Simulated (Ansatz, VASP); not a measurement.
Na3Al in VASP and in Ansatz

The input INCAR:

```
SYSTEM = Na3Al
PREC     = Accurate       ! precision mode
ENCUT    = 520            ! plane-wave cutoff, eV
EDIFF    = 1E-6           ! SCF threshold, eV
ISMEAR   = 1              ! smearing method
SIGMA    = 0.1            ! smearing width, eV
LREAL    = .False.        ! projectors in reciprocal space
LASPH    = .True.         ! aspherical terms in the spheres
NELM     = 80             ! most SCF steps
ALGO     = Normal         ! electronic algorithm
ISIF     = 2              ! what is computed and relaxed
LWAVE    = .False.        ! write WAVECAR
LCHARG   = .False.        ! write CHGCAR
GGA      = PE             ! functional
NBANDS   = 20             ! bands
```

File KPOINTS:

```
Automatic mesh
0
Gamma
  5 5 5
  0 0 0
```

POSCAR

```
Na3Al
1.0
    0.0000000000      3.7636130659      3.7636130659
    3.7636130659      0.0000000000      3.7636130659
    3.7636130659      3.7636130659      0.0000000000
Na Al
3 1
Direct
    0.2500000000      0.2500000000      0.2500000000
    0.7500000000      0.7500000000      0.7500000000
    0.5000000000      0.5000000000      0.5000000000
    0.0000000000      0.0000000000      0.0000000000
```

Input for Ansatz:

```yaml
crystal:
  lattice:
    - [0.0, 3.7636130659299183, 3.7636130659299183]
    - [3.7636130659299183, 0.0, 3.7636130659299183]
    - [3.7636130659299183, 3.7636130659299183, 0.0]
  atoms:
    - { symbol: Na, position: [0.25, 0.25, 0.25] }
    - { symbol: Na, position: [0.75, 0.75, 0.75] }
    - { symbol: Na, position: [0.5, 0.5, 0.5] }
    - { symbol: Al, position: [0.0, 0.0, 0.0] }
basis:
  ecutwfc: 470.0
kpoints:
  mp_grid:
    grid: [5, 5, 5]
hamiltonian:
  xc: pbe
  pseudopotentials:
    kind: paw
scf:
  occupations:
    method: cold
output:
  stress: true
```

Alike in both runs: task single point; functional PBE; k mesh 5 × 5 × 5; no spin polarisation.

|  | VASP | Ansatz |
| --- | --- | --- |
| version | VASP 6.6.1 | Ansatz 0.2.0 |
| potentials or method | VASP PAW PBE potentials, release 64 (Na_pv, Al), cutoff 520 eV | plane waves, PAW |
| occupations | methfessel-paxton of order 1, width 0.1 eV | cold |
| valence electrons in the cell | 24 | 30 |

|  | VASP | Ansatz | Ansatz less VASP |
| --- | --- | --- | --- |
| pressure (GPa) | 1.1 | 1.1 | -0.01 |

VASP's potentials hold 24 valence electrons a cell and Ansatz's 30, so a difference there can come from the potentials and not from the codes.
